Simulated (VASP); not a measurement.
Input of a VASP 6.6.1 run:

POSCAR

```
BaTiO3
1.0
    3.9855000000      0.0000000000      0.0000000000
    0.0000000000      2.8369000000     -2.8451500000
    0.0000000000      2.8369000000      2.8451500000
Ba Ti O
1 1 3
Direct
    0.0000000000      0.0000000000      0.0000000000
    0.5000000000      0.4876000000      0.5124000000
    0.0000000000      0.5126000000      0.4874000000
    0.5000000000      0.0081600000      0.5052400000
    0.5000000000      0.4947600000      0.9918400000
```

INCAR.step1

```
ALGO = Normal
EDIFF = 1E-5
ENCUT = 660
GGA = PE
GGA_COMPAT = False
ISMEAR = 0
LASPH = True
LCHARG = False
LDAU = True
LDAUJ = 0 0 0
LDAUL = -1 2 -1
LDAUTYPE = 2
LDAUU = 0 7 0
LMAXMIX = 4
LREAL = False
LWAVE = True
NBANDS = 28
NELM = 200
PREC = Accurate
SIGMA = 0.01
```

File INCAR.step2:

```
ALGO = Normal
EDIFF = 1E-6
ENCUT = 660
GGA_COMPAT = False
ISIF = 2
ISMEAR = 0
ISTART = 1
LASPH = True
LCHARG = True
LDAU = True
LDAUJ = 0 0 0
LDAUL = -1 2 -1
LDAUPRINT = 1
LDAUTYPE = 2
LDAUU = 0 7 0
LELF = True
LMAXMIX = 4
LMIXTAU = True
LREAL = False
LVHAR = True
LWAVE = False
METAGGA = R2SCAN
NBANDS = 28
NELM = 200
PREC = Accurate
SIGMA = 0.01
```

KPOINTS

```
k-points
0
Gamma
  6 6 6
```

Potentials or basis: VASP PAW PBE potentials, release 64 (Ba_sv, Ti_sv, O).

Run with:

```sh
$ cat potpaw_PBE.64/Ba_sv/POTCAR potpaw_PBE.64/Ti_sv/POTCAR potpaw_PBE.64/O/POTCAR > POTCAR
$ cp INCAR.step1 INCAR
$ mpirun -np 1 vasp_std > vasp.out
$ cp INCAR.step2 INCAR
$ mpirun -np 1 vasp_std > vasp.out
```

(1) Predict the largest force.

(2) Predict the band gap on the k mesh.

## Answers

(1) 0.982 eV/Å.

(2) 3.21 eV (least direct gap 3.48 eV).

Caveat: the PAW data sets were made with another functional, which shifts forces and pressure a little; spin-orbit coupling is left out, which moves the levels of the heavy elements.
